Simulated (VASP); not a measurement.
## SiNi: single point with PBE

Crystal: SiNi.

```xyz
8
Lattice="4.5037 0.0000 0.0000 0.0000 4.5037 0.0000 0.0000 0.0000 4.5037" Properties=species:S:1:pos:R:3 pbc="T T T"
Si    2.9417    0.6898    1.5620
Si    0.6898    1.5620    2.9417
Si    1.5620    2.9417    0.6898
Si    3.8139    3.8139    3.8139
Ni    1.5785    3.8304    2.9252
Ni    3.8304    2.9252    1.5785
Ni    2.9252    1.5785    3.8304
Ni    0.6733    0.6733    0.6733
```

```
Program             : VASP 6.6.1
Task                : single point
Functional          : PBE
Potentials or basis : VASP PAW PBE potentials, release 64 (Si, Ni)
Cutoff              : 520 eV
k mesh              : 4 × 4 × 4
Occupations         : gaussian, width 0.1 eV
Spin                : no spin polarisation
```

The pressure is 1.9 GPa and the largest force is 0.025 eV/Å. The band gap on the k mesh is zero (bands 28 and 29 overlap by 1.17 eV).

Forces in eV/Å, atoms in the order of the input:
```
Si   0.014  0.014 -0.014
Si   0.014 -0.014  0.014
Si  -0.014  0.014  0.014
Si  -0.014 -0.014 -0.014
Ni   0.008  0.008 -0.008
Ni   0.008 -0.008  0.008
Ni  -0.008  0.008  0.008
Ni  -0.008 -0.008 -0.008
```

Levels at points of the mesh, in eV from the Fermi level:
```csv
k point,band 25,band 26,band 27,band 28,band 29,band 30,band 31,band 32
"(0.00, 0.00, 0.00)",-1.66,-1.66,-1.66,0.91,0.91,0.91,1.33,1.33
"(0.50, 0.00, 0.00)",-2.03,-2.03,-0.66,-0.66,-0.26,-0.26,2.69,2.69
"(0.50, 0.50, 0.00)",-1.57,-1.57,-1.02,-1.02,0.28,0.28,0.82,0.82
"(0.50, 0.50, 0.50)",-1.82,-1.82,-1.82,-1.82,4.11,4.11,4.11,4.11
```

Run time: 20 s on 1 thread of Intel(R) Xeon(R) 6975P-C (Granite Rapids), with other jobs on the host, peak memory 0.21 GiB.

Spin polarisation is off, so any magnetic state and its effect on volume and gap are missing.
